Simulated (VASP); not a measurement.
A run of VASP 6.6.1 is set up as follows.

Contents of INCAR:

```
SYSTEM = TaN
ALGO = Normal
EDIFF = 1E-6
ENCUT = 520
GGA = PS
ISIF = 2
ISMEAR = 0
LASPH = .TRUE.
LCHARG = .FALSE.
LREAL = .FALSE.
LWAVE = .FALSE.
NBANDS = 24
NELM = 60
PREC = Accurate
SIGMA = 0.1
```

File KPOINTS:

```
k-points
0
G
  16 16 12
  0 0 0
```

The input POSCAR:

```
TaN
1.0
    2.1878447014      2.1878447014      0.0000000000
   -2.1878447014      2.1878447014      0.0000000000
    0.0000000000      0.0000000000      4.3100540618
Ta N
2 2
Direct
    0.5000000000      0.5000000000      0.0000000000
    0.0000000000      0.0000000000      0.5000000000
    0.0000000000      0.0000000000      0.0000000000
    0.5000000000      0.5000000000      0.5000000000
```

Potentials or basis: VASP PAW PBE potentials, release 64 (Ta_pv, N).

Launch:

```bash
$ cat potpaw_PBE.64/Ta_pv/POTCAR potpaw_PBE.64/N/POTCAR > POTCAR
$ mpirun -np 1 vasp_std > vasp.out
```

(1) Predict the band gap on the k mesh.

(2) Predict the pressure.

Answers

(1) zero (bands 16 and 17 overlap by 4.21 eV).

(2) 6.8 GPa.

Caveat: the cell differs from its parent crystal (strain along c alone, the other axes held: -1.5 %); the stress differs along the axes, from 4 to 13 GPa; the PAW data sets were made with another functional, which shifts forces and pressure a little; spin-orbit coupling is left out, which moves the levels of the heavy elements.
